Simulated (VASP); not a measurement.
# ZnSe (F-43m) in VASP: settings compared

Aim: see how the results for ZnSe move with the level of theory and the settings. Levels: PBEsol, r2SCAN. Tasks: relaxation of cell and atoms, single point.

All numbers are computed with VASP 6.6.1; they aren't measurements. Logs are shortened: lines on timing, memory, paths and dates and some standing lists are left out, and cuts for length are marked.

### Step 1. The cell of the first run

It takes space group F-43m (No. 216, cubic). Conventional cell: a = 5.668 Å, b = 5.668 Å, c = 5.668 Å, α = 90.00°, β = 90.00°, γ = 90.00°. Within 3.2 Å of Se (site symmetry -43m) lie 4 Zn at 2.45 Å. Within 3.2 Å of Zn (site symmetry -43m) lie 4 Se at 2.45 Å.

### Step 2. Relaxation of cell and atoms, PBEsol, target pressure 2 GPa, at which the enthalpy is minimised

Input file INCAR:

```
SYSTEM = ZnSe
ALGO     = Normal         ! electronic algorithm
EDIFF    = 1E-6           ! SCF threshold, eV
EDIFFG   = -0.005         ! ionic threshold
ENCUT    = 600            ! plane-wave cutoff, eV
GGA      = PS             ! functional
IBRION   = 2              ! ionic algorithm
ISIF     = 3              ! what is computed and relaxed
ISMEAR   = -1             ! smearing method
LASPH    = .TRUE.         ! aspherical terms in the spheres
LCHARG   = .FALSE.        ! write CHGCAR
LREAL    = .FALSE.        ! projectors in reciprocal space
LWAVE    = .FALSE.        ! write WAVECAR
NELM     = 100            ! most SCF steps
NSW      = 80             ! ionic steps
PREC     = Accurate       ! precision mode
PSTRESS  = 20.0         
SIGMA    = 0.05           ! smearing width, eV
```

Input file KPOINTS:

```
k-points
0
G
  8 8 8
  0 0 0
```

Input file POSCAR:

```
ZnSe
1.0
    0.0000000000      2.8338000000      2.8338000000
    2.8338000000      0.0000000000      2.8338000000
    2.8338000000      2.8338000000      0.0000000000
Se Zn
1 1
Direct
    0.7500000000      0.7500000000      0.7500000000
    0.0000000000      0.0000000000      0.0000000000
```

Potentials or basis: VASP PAW PBE potentials, release 64 (Se, Zn).

On the command line:

```console
$ cat potpaw_PBE.64/Se/POTCAR potpaw_PBE.64/Zn/POTCAR > POTCAR
$ mpirun -np 1 vasp_std > vasp.out
```

OUTCAR:

```text
SYSTEM = ZnSe
   EDIFF = 1E-6
   EDIFFG = -0.005
   ENCUT = 600
   GGA = PS
   IBRION = 2
   ISIF = 3
   ISMEAR = -1
   LASPH = .TRUE.
   LREAL = .FALSE.
   NELM = 100
   NSW = 80
   PREC = Accurate
   PSTRESS = 20.0

 ion  position               nearest neighbor table
   1  0.750  0.750  0.750-   2 2.45   2 2.45   2 2.45   2 2.45
   2  0.000  0.000  0.000-   1 2.45   1 2.45   1 2.45   1 2.45

  LATTYP: Found a face centered cubic cell.
 ALAT       =     5.6676000000

  Lattice vectors:

 A1 = (   0.0000000000,   2.8338000000,   2.8338000000)
 A2 = (   2.8338000000,   0.0000000000,   2.8338000000)
 A3 = (   2.8338000000,   2.8338000000,   0.0000000000)

Analysis of symmetry for initial positions (statically):
=====================================================================
 Subroutine PRICEL returns:
 Original cell was already a primitive cell.

 Routine SETGRP: Setting up the symmetry group for a
 face centered cubic supercell.

 Subroutine GETGRP returns: Found 24 space group operations
 (whereof 24 operations were pure point group operations)
 out of a pool of 48 trial point group operations.

The static configuration has the point symmetry T_d .

Analysis of symmetry for dynamics (positions and initial velocities):
=====================================================================
 Subroutine PRICEL returns:
 Original cell was already a primitive cell.

 Routine SETGRP: Setting up the symmetry group for a
 face centered cubic supercell.

 Subroutine GETGRP returns: Found 24 space group operations
 (whereof 24 operations were pure point group operations)
 out of a pool of 48 trial point group operations.

The dynamic configuration has the point symmetry T_d .

 Subroutine INISYM returns: Found 24 space group operations
 (whereof 24 operations are pure point group operations),
 and found     1 'primitive' translations

----------------------------------------------------------------------------------------

                                     Primitive cell

  volume of cell :      45.5132

  direct lattice vectors                    reciprocal lattice vectors
     0.000000000  2.833800000  2.833800000    -0.176441527  0.176441527  0.176441527
     2.833800000  0.000000000  2.833800000     0.176441527 -0.176441527  0.176441527
     2.833800000  2.833800000  0.000000000     0.176441527  0.176441527 -0.176441527

  length of vectors
     4.007598393  4.007598393  4.007598393     0.305605690  0.305605690  0.305605690

  position of ions in fractional coordinates (direct lattice)
     0.750000000  0.750000000  0.750000000
     0.000000000  0.000000000  0.000000000

  ion indices of the primitive-cell ions
   primitive index   ion index
                 1           1
                 2           2

----------------------------------------------------------------------------------------

 KPOINTS: k-points

Automatic generation of k-mesh.
 Grid dimensions read from file:
 generate k-points for:    8    8    8

 Generating k-lattice:

  Cartesian coordinates                     Fractional coordinates (reciprocal lattice)
    -0.022055191  0.022055191  0.022055191     0.125000000  0.000000000  0.000000000
     0.022055191 -0.022055191  0.022055191     0.000000000  0.125000000  0.000000000
     0.022055191  0.022055191 -0.022055191     0.000000000  0.000000000  0.125000000

  Length of vectors
     0.038200711  0.038200711  0.038200711

  Shift w.r.t. Gamma in fractional coordinates (k-lattice)
     0.000000000  0.000000000  0.000000000

 Subroutine IBZKPT returns following result:
 ===========================================

 Found     29 irreducible k-points:

 Following reciprocal coordinates:
            Coordinates               Weight
  0.000000  0.000000  0.000000      1.000000
  0.125000  0.000000  0.000000      8.000000
  0.250000  0.000000  0.000000      8.000000
  0.375000  0.000000  0.000000      8.000000
  0.500000  0.000000  0.000000      4.000000
  0.125000  0.125000  0.000000      6.000000
[... 16 lines left out ...]
  0.500000  0.250000  0.125000     48.000000
 -0.375000  0.250000  0.125000     24.000000
 [... further k-points ...]
   k-points           NKPTS =     29   k-points in BZ     NKDIM =     29   number of bands    NBANDS=     13
   number of dos      NEDOS =    301   number of ions     NIONS =      2
   total plane-waves  NPLWV =  32768
   dimension x,y,z NGX =    32 NGY =   32 NGZ =   32
   dimension x,y,z NGXF=    64 NGYF=   64 NGZF=   64
   ions per type =               1   1
   NGX,Y,Z   is equivalent  to a cutoff of  13.27, 13.27, 13.27 a.u.
   NGXF,Y,Z  is equivalent  to a cutoff of  26.55, 26.55, 26.55 a.u.
 SYSTEM =  ZnSe
   PREC   = accura    normal or accurate (medium, high low for compatibility)
   ISTART =      0    job   : 0-new  1-cont  2-samecut
   ICHARG =      2    charge: 1-file 2-atom 10-const
   ISPIN  =      1    spin polarized calculation?
   LNONCOLLINEAR =      F non collinear calculations
   LSORBIT =      F    spin-orbit coupling
   LASPH  =      T    aspherical Exc in radial PAW
   ENCUT  =  600.0 eV  44.10 Ry    6.64 a.u.   8.00  8.00  8.00*2*pi/ulx,y,z
   NELM   =    100;   NELMIN=  2; NELMDL= -5     # of ELM steps
   EDIFF  = 0.1E-05   stopping-criterion for ELM
   LREAL  =      F    real-space projection
   EDIFFG = -.5E-02   stopping-criterion for IOM
   NSW    =     80    number of steps for IOM
   IBRION =      2    ionic relax: 0-MD 1-quasi-New 2-CG
   NFREE  =      1    steps in history (QN), initial steepest desc. (CG)
   ISIF   =      3    stress and relaxation
   ISYM   =      2    0-nonsym 1-usesym 2-fastsym
   POTIM  = 0.5000    time-step for ionic-motion
   TEBEG  =    0.0;   TEEND  =   0.0 temperature during run
   PSTRESS=   20.0 pullay stress
   NELECT =      18.0000    total number of electrons
   NUPDOWN=      -1.0000    fix difference up-down
   EMIN   =  10.00;   EMAX   =-10.00  energy-range for DOS
   EFERMI =   0.00;   METHOD = LEGACY
   ISMEAR =    -1;   SIGMA  =   0.05  broadening in eV -4-tet -1-fermi 0-gaus
   EFERMI_NEDOS =   21; number of points for ismear=-14 and -15
   IALGO  =     38    algorithm
   IMIX   =      4    mixing-type and parameters
     AMIX     =   0.40;   BMIX     =  1.00
     AMIX_MAG =   1.60;   BMIX_MAG =  1.00
  volume/ion in A,a.u.               =      22.76       153.57
  Fermi-wavevector in a.u.,A,eV,Ry     =   1.201673  2.270834 19.647073  1.444019
  Thomas-Fermi vector in A             =   2.337476
   LORBIT       =      0    0 simple, 1 ext, 2 COOP (PROOUT), +10 PAW based schemes
   GGA     = PS    functional components
   LHFCALC =     F    Hartree Fock is set to
   AEXX    =    0.0000 exact exchange contribution
   IVDW    =     0    specifies the selected vdW correction
   LEPSILON=     F    determine dielectric tensor
   LRPA    =     F    only Hartree local field effects (RPA)
 conjugate gradient relaxation of ions
 non-spin polarized calculation
  energy-cutoff  :      600.00
  volume of cell :       45.51
 maximum number of plane-waves:      1540
   NGX = 17   NGY = 17   NGZ = 17

--------------------------------------- Ionic step        1  -------------------------------------------

 number of electron      17.9999991 magnetization

 Free energy of the ion-electron system (eV)
  ---------------------------------------------------
  ext. energy  EPLUGINS =         0.00000000
  ---------------------------------------------------
  free energy    TOTEN  =        -6.77138295 eV

  energy without entropy =       -6.77138286  energy(sigma->0) =       -6.77138291

------------------------ aborting loop because EDIFF is reached ----------------------------------------

  FORCE on cell =-STRESS in cart. coord.  units (eV):
  Direction    XX          YY          ZZ          XY          YZ          ZX
  --------------------------------------------------------------------------------------
  -------------------------------------------------------------------------------------
  Total       -0.2579521     -0.2579521     -0.2579521      0.0000000     -0.0000000      0.0000000
  in kB       -9.0805466     -9.0805466     -9.0805466      0.0000000     -0.0000000      0.0000000
  external PRESSURE =     -29.0805466 kB  Pullay stress =      20.0000000 kB
[... 61 lines left out ...]
  enthalpy is  TOTEN    =        -6.2184060056 eV   P V=        0.5348511727

--------------------------------------- Ionic step        3  -------------------------------------------

 number of electron      17.9999989 magnetization

 Free energy of the ion-electron system (eV)
  ---------------------------------------------------
  ext. energy  EPLUGINS =         0.00000000
  ---------------------------------------------------
  free energy    TOTEN  =        -6.76545047 eV

  energy without entropy =       -6.76545046  energy(sigma->0) =       -6.76545046

 E-fermi :   2.5743     XC(G=0):  -9.7246

 val. band max:        1.8690229568   @ k =   0.0000   0.0000   0.0000
 cond. band min:       3.2141875597   @ k =   0.0000   0.0000   0.0000
 fundamental gap:      1.3451646029
 Fermi energy:         2.5743329403

 k-point     1 :       0.0000    0.0000    0.0000
  band No.  band energies     occupation
      1     -11.7064      2.00000
      2      -4.8581      2.00000
      3      -4.8581      2.00000
      4      -4.8581      2.00000
      5      -4.4460      2.00000
      6      -4.4460      2.00000
      7       1.8690      2.00000
      8       1.8690      2.00000
      9       1.8690      2.00000
     10       3.2142      0.00001
     11       7.5831      0.00000
     12       7.5831      0.00000
     13       7.5831      0.00000
[... 353 lines left out ...]
 k-point    24 :      -0.3750    0.2500    0.1250
  band No.  band energies     occupation
      1     -10.6855      2.00000
      2      -4.7498      2.00000
      3      -4.7039      2.00000
      4      -4.4877      2.00000
      5      -4.4393      2.00000
      6      -4.2160      2.00000
      7      -3.3221      2.00000
      8      -0.7283      2.00000
      9       0.2736      2.00000
     10       6.1508      0.00000
     11       7.2564      0.00000
     12       9.3180      0.00000
     13      10.5690      0.00000

 [... further k-points ...]

------------------------ aborting loop because EDIFF is reached ----------------------------------------

  FORCE on cell =-STRESS in cart. coord.  units (eV):
  Direction    XX          YY          ZZ          XY          YZ          ZX
  --------------------------------------------------------------------------------------
  -------------------------------------------------------------------------------------
  Total        0.5464754      0.5464754      0.5464754      0.0000000      0.0000000      0.0000000
  in kB       20.0889248     20.0889248     20.0889248      0.0000000      0.0000000      0.0000000
  external PRESSURE =       0.0889248 kB  Pullay stress =      20.0000000 kB
[... 17 lines left out ...]
  FREE ENERGIE OF THE ION-ELECTRON SYSTEM (eV)
  ---------------------------------------------------
  free  energy   TOTEN  =        -6.7654504720 eV

  energy  without entropy=       -6.7654504559  energy(sigma->0) =       -6.76545046

  enthalpy is  TOTEN    =        -6.2213940543 eV   P V=        0.5440564177

 reached required accuracy - stopping structural energy minimisation
```

Wall time 70 s (1 thread of AMD EPYC 7R13, shared host); peak memory 0.17 GiB.

What came out:

| Item | Value |
| --- | --- |
| Free energy | -6.7655 eV |
| Relaxed volume | 21.79 Å³/atom |
| Relaxed cell | a = 3.950 Å, b = 3.950 Å, c = 3.950 Å, α = 60.00°, β = 60.00°, γ = 60.00° |
| Space group after relaxing (to 0.1 Å) | F-43m (No. 216) |
| Energy change on relaxing (the run minimises the enthalpy) | +3.0 meV/atom |
| Ionic steps | 3 |
| Pressure after relaxing | 2.0 GPa |
| Band gap on the k mesh | 1.35 eV |

Step by step:
```csv
step,energy change (eV),largest force (eV/Å),pressure (GPa),volume (Å³)
1,0.0000,0.0000,-0.91,45.51
2,0.0181,0.0000,3.27,42.85
3,0.0059,0.0000,2.01,43.58
```

Final structure:
```
Se Zn
1.0
     0.00000    2.79318    2.79318
     2.79318    0.00000    2.79318
     2.79318    2.79318    0.00000
Se Zn
1 1
Direct
  0.75000 0.75000 0.75000
  0.00000 0.00000 0.00000
```

Levels at points of the mesh, in eV from the valence-band top:
```csv
k point,band 6,band 7,band 8,band 9,band 10,band 11,band 12,band 13
"(0.00, 0.00, 0.00)",-6.31,0.00,0.00,0.00,1.35,5.71,5.71,5.71
"(0.50, 0.00, 0.00)",-6.14,-5.57,-0.94,-0.94,2.52,6.29,6.29,8.51
"(0.50, 0.50, 0.00)",-6.12,-4.98,-2.37,-2.37,2.73,3.36,10.93,11.47
```

Caveat: the cell is relaxed towards a set pressure, so the run minimises the enthalpy, not the energy; the PAW data sets were made with another functional, which shifts forces and pressure a little.

### Step 3. Relaxation of cell and atoms, PBEsol, target pressure 5 GPa, at which the enthalpy is minimised

Input file INCAR:

```
SYSTEM = ZnSe
PREC = Accurate
ENCUT = 600
EDIFF = 1E-7
ISMEAR = -1
SIGMA = 0.05
LREAL = .False.
LASPH = .True.
NELM = 60
ALGO = Normal
ISIF = 3
LWAVE = .False.
LCHARG = .False.
GGA = PS
IBRION = 2
NSW = 80
EDIFFG = -0.005
PSTRESS = 50.0
```

Input file KPOINTS:

```
regular mesh
0
Gamma
  8 8 8
  0 0 0
```

POSCAR is that of step 2.

Potentials or basis: VASP PAW PBE potentials, release 64 (Se, Zn).

On the command line:

```console
$ cat potpaw_PBE.64/Se/POTCAR potpaw_PBE.64/Zn/POTCAR > POTCAR
$ mpirun -np 1 vasp_std > vasp.out
```

Run time: 82 s. Hardware: 1 thread of AMD EPYC 7R13, shared host; peak memory 0.17 GiB.

It converged, with:

```yaml
Free_energy: -6.7313 eV
Relaxed_volume: 21.00 Å³/atom
Relaxed_cell: a = 3.902 Å, b = 3.902 Å, c = 3.902 Å, α = 60.00°, β = 60.00°, γ = 60.00°
Space_group_after_relaxing_to_0.1_Å: F-43m (No. 216)
Energy_change_on_relaxing_the_run_minimises_the_enthalpy: +20.0 meV/atom
Ionic_steps: 3
Pressure_after_relaxing: 5.0 GPa
Band_gap_on_the_k_mesh: 1.50 eV
```

Step by step:
| step | energy change (eV) | largest force (eV/Å) | pressure (GPa) | volume (Å³) |
| --- | --- | --- | --- | --- |
| 1 | 0.0000 | 0.0000 | -0.90 | 45.51 |
| 2 | 0.1180 | 0.0000 | 9.15 | 40.21 |
| 3 | 0.0401 | 0.0000 | 5.00 | 42.00 |

Final structure:
```
Se Zn
1.0
     0.00000    2.75885    2.75885
     2.75885    0.00000    2.75885
     2.75885    2.75885    0.00000
Se Zn
1 1
Direct
  0.75000 0.75000 0.75000
  0.00000 0.00000 0.00000
```

Levels at points of the mesh, in eV from the valence-band top:
| k point | band 5 | band 6 | band 7 | band 8 | band 9 | band 10 | band 11 | band 12 | band 13 |
| --- | --- | --- | --- | --- | --- | --- | --- | --- | --- |
| (0.00, 0.00, 0.00) | -6.44 | -6.44 | 0.00 | 0.00 | 0.00 | 1.50 | 5.69 | 5.69 | 5.69 |
| (0.50, 0.00, 0.00) | -6.42 | -6.25 | -5.83 | -1.00 | -1.00 | 2.58 | 6.27 | 6.27 | 8.59 |
| (0.50, 0.50, 0.00) | -6.38 | -6.23 | -5.15 | -2.52 | -2.52 | 2.64 | 3.34 | 11.23 | 11.73 |

Caveat: the cell is relaxed towards a set pressure, so the run minimises the enthalpy, not the energy; the PAW data sets were made with another functional, which shifts forces and pressure a little. Expect the measured gap to be larger: semilocal functionals such as PBEsol lack the derivative discontinuity.

[end of part 1 of 2]
